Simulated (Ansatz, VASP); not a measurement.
## One calculation of FeCo5, two programs

```
CELL_PARAMETERS angstrom
0.00000 0.00000 -4.07534
-3.74780 -2.16379 0.00000
0.00000 4.32759 0.00000
ATOMIC_POSITIONS crystal
Co 0.75000 0.33647 0.33333
Co 0.75000 0.66353 0.99687
Co 0.75000 0.00000 0.66980
Co 0.25000 0.66667 0.66667
Co 0.25000 0.33333 0.00000
Fe 0.25000 0.00000 0.33333
```

Alike in both runs: functional PBE; k mesh 8 × 9 × 9; occupations gaussian, width 0.1 eV; collinear spin.

Ansatz relaxed the structure, and its values are those at the end. VASP's run is a single point on that final structure, the one shown.

|  | VASP | Ansatz |
| --- | --- | --- |
| version | VASP 6.6.1 | Ansatz 0.2.0 |
| potentials or method | VASP PAW PBE potentials, release 64 (Co, Fe), cutoff 520 eV | scalar-relativistic, plane waves, PAW |
| valence electrons in the cell | 53 | 101 |

```csv
,VASP,Ansatz,Ansatz less VASP
gap on the k mesh at the Fermi level (eV),none,none,-
pressure (GPa),-0.5,0.1,+0.54
rms of the force components (eV/Å),0.005,0.002,-0.0033
net moment per atom (μB),1.75,1.75,+0.002
size of the moment on the site where the two differ most (μB),1.61,1.68,+0.063
```

Site moments also hang on the region over which each program counts them. A gap of «none» marks a metal or a gap that the smearing closes. VASP's potentials hold 53 valence electrons a cell and Ansatz's 101, so a difference there can come from the potentials and not from the codes. Ansatz's warnings: structure snapped to symmetry.
